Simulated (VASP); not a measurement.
# Ge (Fd-3m) in VASP: a series of runs

The runs below take Ge through single point, with LDA.

All numbers are computed with VASP 6.6.1; they aren't measurements. Logs are shortened: lines on timing, memory, paths and dates and some standing lists are left out, and cuts for length are marked.

## 1. The cell of the first run

Symmetry: Fd-3m, No. 227, cubic system. The conventional cell has a = 4.978 Å, b = 4.978 Å, c = 4.978 Å, α = 90.00°, β = 90.00°, γ = 90.00°. Within 2.9 Å of Ge (site symmetry -43m) lie 4 Ge at 2.16 Å.

## 2. Single point, LDA

INCAR

```
SYSTEM = Ge
ALGO     = Normal         ! electronic algorithm
EDIFF    = 1E-7           ! SCF threshold, eV
ENCUT    = 520            ! plane-wave cutoff, eV
ISIF     = 2              ! what is computed and relaxed
ISMEAR   = -1             ! smearing method
LASPH    = .True.         ! aspherical terms in the spheres
LCHARG   = .False.        ! write CHGCAR
LREAL    = .False.        ! projectors in reciprocal space
LWAVE    = .False.        ! write WAVECAR
NBANDS   = 21             ! bands
NELM     = 80             ! most SCF steps
PREC     = Accurate       ! precision mode
SIGMA    = 0.08           ! smearing width, eV
```

KPOINTS

```
k-points
0
Gamma
  13 13 13
  0 0 0
```

POSCAR

```
Ge
1.0
    0.0000000000      2.4889813008      2.4889813008
    2.4889813008      0.0000000000      2.4889813008
    2.4889813008      2.4889813008      0.0000000000
Ge
2
Direct
   -0.1250000000     -0.1250000000     -0.1250000000
    0.1250000000      0.1250000000      0.1250000000
```

Potentials or basis: VASP PAW LDA potentials, release 64 (Ge_d).

Run with:

```bash
$ cat potpaw_LDA.64/Ge_d/POTCAR > POTCAR
$ mpirun -np 1 vasp_std > vasp.out
```

OUTCAR:

```text
SYSTEM = Ge
   EDIFF = 1E-7
   ENCUT = 520
   ISIF = 2
   ISMEAR = -1
   LASPH = .True.
   LREAL = .False.
   NELM = 80
   PREC = Accurate

 ion  position               nearest neighbor table
   1  0.875  0.875  0.875-   2 2.16   2 2.16   2 2.16   2 2.16
   2  0.125  0.125  0.125-   1 2.16   1 2.16   1 2.16   1 2.16

  LATTYP: Found a face centered cubic cell.
 ALAT       =     4.9779626016

  Lattice vectors:

 A1 = (   0.0000000000,   2.4889813008,   2.4889813008)
 A2 = (   2.4889813008,   0.0000000000,   2.4889813008)
 A3 = (   2.4889813008,   2.4889813008,   0.0000000000)

Analysis of symmetry for initial positions (statically):
=====================================================================
 Subroutine PRICEL returns:
 Original cell was already a primitive cell.

 Routine SETGRP: Setting up the symmetry group for a
 face centered cubic supercell.

 Subroutine GETGRP returns: Found 48 space group operations
 (whereof 12 operations were pure point group operations)
 out of a pool of 48 trial point group operations.

The static configuration has the point symmetry D_3d.
 The point group associated with its full space group is O_h .

Analysis of symmetry for dynamics (positions and initial velocities):
=====================================================================
 Subroutine PRICEL returns:
 Original cell was already a primitive cell.

 Routine SETGRP: Setting up the symmetry group for a
 face centered cubic supercell.

 Subroutine GETGRP returns: Found 48 space group operations
 (whereof 12 operations were pure point group operations)
 out of a pool of 48 trial point group operations.

The dynamic configuration has the point symmetry D_3d.
 The point group associated with its full space group is O_h .

 Subroutine INISYM returns: Found 48 space group operations
 (whereof 12 operations are pure point group operations),
 and found     1 'primitive' translations

----------------------------------------------------------------------------------------

                                     Primitive cell

  volume of cell :      30.8386

  direct lattice vectors                    reciprocal lattice vectors
     0.000000000  2.488981301  2.488981301    -0.200885398  0.200885398  0.200885398
     2.488981301  0.000000000  2.488981301     0.200885398 -0.200885398  0.200885398
     2.488981301  2.488981301  0.000000000     0.200885398  0.200885398 -0.200885398

  length of vectors
     3.519951112  3.519951112  3.519951112     0.347943716  0.347943716  0.347943716

  position of ions in fractional coordinates (direct lattice)
     0.875000000  0.875000000  0.875000000
     0.125000000  0.125000000  0.125000000

  ion indices of the primitive-cell ions
   primitive index   ion index
                 1           1
                 2           2

----------------------------------------------------------------------------------------

 KPOINTS: k-points

Automatic generation of k-mesh.
 Grid dimensions read from file:
 generate k-points for:   13   13   13

 Generating k-lattice:

  Cartesian coordinates                     Fractional coordinates (reciprocal lattice)
    -0.015452723  0.015452723  0.015452723     0.076923077  0.000000000  0.000000000
     0.015452723 -0.015452723  0.015452723     0.000000000  0.076923077  0.000000000
     0.015452723  0.015452723 -0.015452723     0.000000000  0.000000000  0.076923077

  Length of vectors
     0.026764901  0.026764901  0.026764901

  Shift w.r.t. Gamma in fractional coordinates (k-lattice)
     0.000000000  0.000000000  0.000000000

 Subroutine IBZKPT returns following result:
 ===========================================

 Found     84 irreducible k-points:

 Following reciprocal coordinates:
            Coordinates               Weight
  0.000000  0.000000  0.000000      1.000000
  0.076923  0.000000  0.000000      8.000000
  0.153846  0.000000  0.000000      8.000000
  0.230769  0.000000  0.000000      8.000000
  0.307692  0.000000  0.000000      8.000000
  0.384615  0.000000  0.000000      8.000000
[... 16 lines left out ...]
  0.384615  0.153846  0.000000     24.000000
  0.461538  0.153846  0.000000     24.000000
 [... further k-points ...]
   k-points           NKPTS =     84   k-points in BZ     NKDIM =     84   number of bands    NBANDS=     21
   number of dos      NEDOS =    301   number of ions     NIONS =      2
   total plane-waves  NPLWV =  21952
   dimension x,y,z NGX =    28 NGY =   28 NGZ =   28
   dimension x,y,z NGXF=    56 NGYF=   56 NGZF=   56
   ions per type =               2
   NGX,Y,Z   is equivalent  to a cutoff of  13.22, 13.22, 13.22 a.u.
   NGXF,Y,Z  is equivalent  to a cutoff of  26.45, 26.45, 26.45 a.u.
 SYSTEM =  Ge
   PREC   = accura    normal or accurate (medium, high low for compatibility)
   ISTART =      0    job   : 0-new  1-cont  2-samecut
   ICHARG =      2    charge: 1-file 2-atom 10-const
   ISPIN  =      1    spin polarized calculation?
   LNONCOLLINEAR =      F non collinear calculations
   LSORBIT =      F    spin-orbit coupling
   LASPH  =      T    aspherical Exc in radial PAW
   ENCUT  =  520.0 eV  38.22 Ry    6.18 a.u.   6.54  6.54  6.54*2*pi/ulx,y,z
   NELM   =     80;   NELMIN=  2; NELMDL= -5     # of ELM steps
   EDIFF  = 0.1E-06   stopping-criterion for ELM
   LREAL  =      F    real-space projection
   EDIFFG = 0.1E-05   stopping-criterion for IOM
   NSW    =      0    number of steps for IOM
   IBRION =     -1    ionic relax: 0-MD 1-quasi-New 2-CG
   NFREE  =      0    steps in history (QN), initial steepest desc. (CG)
   ISIF   =      2    stress and relaxation
   ISYM   =      2    0-nonsym 1-usesym 2-fastsym
   POTIM  = 0.5000    time-step for ionic-motion
   TEBEG  =    0.0;   TEEND  =   0.0 temperature during run
   PSTRESS=    0.0 pullay stress
   NELECT =      28.0000    total number of electrons
   NUPDOWN=      -1.0000    fix difference up-down
   EMIN   =  10.00;   EMAX   =-10.00  energy-range for DOS
   EFERMI =   0.00;   METHOD = LEGACY
   ISMEAR =    -1;   SIGMA  =   0.08  broadening in eV -4-tet -1-fermi 0-gaus
   EFERMI_NEDOS =   21; number of points for ismear=-14 and -15
   IALGO  =     38    algorithm
   IMIX   =      4    mixing-type and parameters
     AMIX     =   0.40;   BMIX     =  1.00
     AMIX_MAG =   1.60;   BMIX_MAG =  1.00
  volume/ion in A,a.u.               =      15.42       104.05
  Fermi-wavevector in a.u.,A,eV,Ry     =   1.585243  2.995675 34.191383  2.512996
  Thomas-Fermi vector in A             =   2.684738
   LORBIT       =      0    0 simple, 1 ext, 2 COOP (PROOUT), +10 PAW based schemes
   GGA     = CA    functional components
   LHFCALC =     F    Hartree Fock is set to
   AEXX    =    0.0000 exact exchange contribution
   IVDW    =     0    specifies the selected vdW correction
   LEPSILON=     F    determine dielectric tensor
   LRPA    =     F    only Hartree local field effects (RPA)
 non-spin polarized calculation
  energy-cutoff  :      520.00
  volume of cell :       30.84
 maximum number of plane-waves:       869
 NGX is ok and might be reduce to    28
   NGX = 13   NGY = 13   NGZ = 13

 number of electron      28.0000023 magnetization

 Free energy of the ion-electron system (eV)
  ---------------------------------------------------
  ext. energy  EPLUGINS =         0.00000000
  ---------------------------------------------------
  free energy    TOTEN  =        -8.50570326 eV

  energy without entropy =       -8.50249037  energy(sigma->0) =       -8.50409681

 E-fermi :   9.1993     XC(G=0): -12.2449

 val. band max:        9.1840705000   @ k =  -0.0769   0.0769   0.0000
 cond. band min:       9.3456206696   @ k =  -0.4615   0.4615   0.0000
 fundamental gap:      0.1615501696
 Fermi energy:         9.1992525673

 k-point     1 :       0.0000    0.0000    0.0000
  band No.  band energies     occupation
      1     -16.6664      2.00000
      2     -16.6664      2.00000
      3     -16.6664      2.00000
      4     -16.5908      2.00000
      5     -16.5908      2.00000
      6     -16.0553      2.00000
[... 13 lines left out ...]
     20      20.0140      0.00000
     21      20.0140      0.00000

 k-point     2 :       0.0769    0.0000    0.0000
  band No.  band energies     occupation
      1     -16.6779      2.00000
      2     -16.6779      2.00000
      3     -16.6642      2.00000
      4     -16.5752      2.00000
      5     -16.5752      2.00000
      6     -16.0626      2.00000
[... 13 lines left out ...]
     20      19.0496      0.00000
     21      19.0496      0.00000

 k-point     3 :       0.1538    0.0000    0.0000
  band No.  band energies     occupation
      1     -16.6968      2.00000
      2     -16.6968      2.00000
      3     -16.6581      2.00000
      4     -16.5453      2.00000
      5     -16.5453      2.00000
      6     -16.0783      2.00000
[... 13 lines left out ...]
     20      18.2388      0.00000
     21      18.2388      0.00000

 k-point     4 :       0.2308    0.0000    0.0000
  band No.  band energies     occupation
      1     -16.7113      2.00000
      2     -16.7113      2.00000
      3     -16.6496      2.00000
      4     -16.5174      2.00000
      5     -16.5174      2.00000
      6     -16.0929      2.00000
[... 13 lines left out ...]
     20      18.1464      0.00000
     21      18.1464      0.00000

 k-point     5 :       0.3077    0.0000    0.0000
  band No.  band energies     occupation
      1     -16.7192      2.00000
      2     -16.7192      2.00000
      3     -16.6407      2.00000
      4     -16.4981      2.00000
      5     -16.4981      2.00000
      6     -16.1012      2.00000
[... 13 lines left out ...]
     20      18.9243      0.00000
     21      19.1427      0.00000

 k-point     6 :       0.3846    0.0000    0.0000
  band No.  band energies     occupation
      1     -16.7219      2.00000
      2     -16.7219      2.00000
      3     -16.6333      2.00000
      4     -16.4885      2.00000
      5     -16.4885      2.00000
      6     -16.1066      2.00000
[... 13 lines left out ...]
     20      20.3465      0.00000
     21      20.8142      0.00000

 k-point     7 :       0.4615    0.0000    0.0000
  band No.  band energies     occupation
      1     -16.7222      2.00000
      2     -16.7222      2.00000
      3     -16.6292      2.00000
      4     -16.4856      2.00000
      5     -16.4856      2.00000
      6     -16.1134      2.00000
[... 13 lines left out ...]
     20      22.0897      0.00000
     21      22.3566      0.00000
[... 291 lines left out ...]
      1     -16.7032      2.00000
      2     -16.6841      2.00000
      3     -16.6841      2.00000
      4     -16.5528      2.00000
      5     -16.4958      2.00000
      6     -16.1680      2.00000
[... 13 lines left out ...]
     20      18.8648      0.00000
     21      20.5000      0.00000

 k-point    21 :       0.2308    0.1538    0.0000
  band No.  band energies     occupation
      1     -16.7195      2.00000
      2     -16.6948      2.00000
      3     -16.6773      2.00000
      4     -16.5292      2.00000
      5     -16.4607      2.00000
      6     -16.2061      2.00000
[... 13 lines left out ...]
     20      19.8928      0.00000
     21      20.2924      0.00000

 k-point    22 :       0.3077    0.1538    0.0000
  band No.  band energies     occupation
      1     -16.7394      2.00000
      2     -16.7062      2.00000
      3     -16.6563      2.00000
      4     -16.5029      2.00000
      5     -16.4322      2.00000
      6     -16.2316      2.00000
[... 13 lines left out ...]
     20      20.2156      0.00000
     21      20.5933      0.00000

 k-point    23 :       0.3846    0.1538    0.0000
  band No.  band energies     occupation
      1     -16.7547      2.00000
      2     -16.7161      2.00000
      3     -16.6305      2.00000
      4     -16.4792      2.00000
      5     -16.4188      2.00000
      6     -16.2384      2.00000
[... 13 lines left out ...]
     20      21.7085      0.00000
     21      21.9381      0.00000

 k-point    24 :       0.4615    0.1538    0.0000
  band No.  band energies     occupation
      1     -16.7639      2.00000
      2     -16.7251      2.00000
      3     -16.6050      2.00000
      4     -16.4585      2.00000
      5     -16.4237      2.00000
      6     -16.2255      2.00000
[... 13 lines left out ...]
     20      23.0752      0.00000
     21      23.2117      0.00000

 [... further k-points ...]

------------------------ aborting loop because EDIFF is reached ----------------------------------------

  FORCE on cell =-STRESS in cart. coord.  units (eV):
  Direction    XX          YY          ZZ          XY          YZ          ZX
  --------------------------------------------------------------------------------------
  -------------------------------------------------------------------------------------
  Total       11.9027204     11.9027204     11.9027204     -0.0000000      0.0000000      0.0000000
  in kB      618.3892299    618.3892299    618.3892299     -0.0000000      0.0000000      0.0000000
  external PRESSURE =     618.3892299 kB  Pullay stress =       0.0000000 kB

 VOLUME and BASIS-vectors are now :
 -----------------------------------------------------------------------------
  energy-cutoff  :      520.00
  volume of cell :       30.84
      direct lattice vectors                 reciprocal lattice vectors
     0.000000000  2.488981301  2.488981301    -0.200885398  0.200885398  0.200885398
     2.488981301  0.000000000  2.488981301     0.200885398 -0.200885398  0.200885398
     2.488981301  2.488981301  0.000000000     0.200885398  0.200885398 -0.200885398

 POSITION                                       TOTAL-FORCE (eV/Angst)
 -----------------------------------------------------------------------------------
      4.35572      4.35572      4.35572        -0.000000     -0.000000     -0.000000
      0.62225      0.62225      0.62225         0.000000      0.000000      0.000000
 -----------------------------------------------------------------------------------
    total drift:                                0.000000      0.000000     -0.000000

  FREE ENERGIE OF THE ION-ELECTRON SYSTEM (eV)
  ---------------------------------------------------
  free  energy   TOTEN  =        -8.5057032572 eV

  energy  without entropy=       -8.5024903701  energy(sigma->0) =       -8.50409681
```

Run time: 39 s. Hardware: 1 thread of Intel Xeon Platinum 8259CL at 2.50GHz (Skylake/Cascade Lake), shared host; peak memory 0.16 GiB.

What came out:

- Free energy: -8.5057 eV
- Pressure: 61.8 GPa
- Band gap on the k mesh: zero (band 14 reaches 9.38 eV, above the bottom of band 15 at 9.14 eV)

## 3. Single point, LDA

INCAR

```
SYSTEM = Ge
ALGO     = Normal         ! electronic algorithm
EDIFF    = 1E-6           ! SCF threshold, eV
ENCUT    = 520            ! plane-wave cutoff, eV
ISIF     = 2              ! what is computed and relaxed
ISMEAR   = -1             ! smearing method
LASPH    = .True.         ! aspherical terms in the spheres
LCHARG   = .True.         ! write CHGCAR
LELF     = .True.         ! ELF
LREAL    = .False.        ! projectors in reciprocal space
LVHAR    = .True.       
LWAVE    = .False.        ! write WAVECAR
NBANDS   = 21             ! bands
NELM     = 100            ! most SCF steps
PREC     = Accurate       ! precision mode
SIGMA    = 0.08           ! smearing width, eV
```

KPOINTS is that of step 2.

POSCAR

```
Ge
1.0
    0.0000000000      2.4888616448      2.4888616448
    2.4888616448      0.0000000000      2.4888616448
    2.4888616448      2.4888616448      0.0000000000
Ge
2
Direct
   -0.1250000000     -0.1250000000     -0.1250000000
    0.1250000000      0.1250000000      0.1250000000
```

Potentials or basis: VASP PAW LDA potentials, release 64 (Ge_d).

Run with:

```bash
$ cat potpaw_LDA.64/Ge_d/POTCAR > POTCAR
$ mpirun -np 1 vasp_std > vasp.out
```

Wall time 37 s (1 thread of Intel Xeon Platinum 8259CL at 2.50GHz (Skylake/Cascade Lake), shared host); peak memory 0.17 GiB.

It converged, with:

```yaml
Free_energy: -8.5040 eV
Pressure: 61.7 GPa
Band_gap_on_the_k_mesh: zero (band 14 reaches 9.38 eV, above the bottom of band 15 at 9.14 eV)
```

Levels at points of the mesh, in eV from the Fermi level:
```tsv
k point	band 10	band 11	band 12	band 13	band 14	band 15	band 16	band 17	band 18	band 19
(0.00, 0.00, 0.00)	-25.17	-16.27	0.18	0.18	0.18	2.72	2.72	2.72	3.95	7.32
```
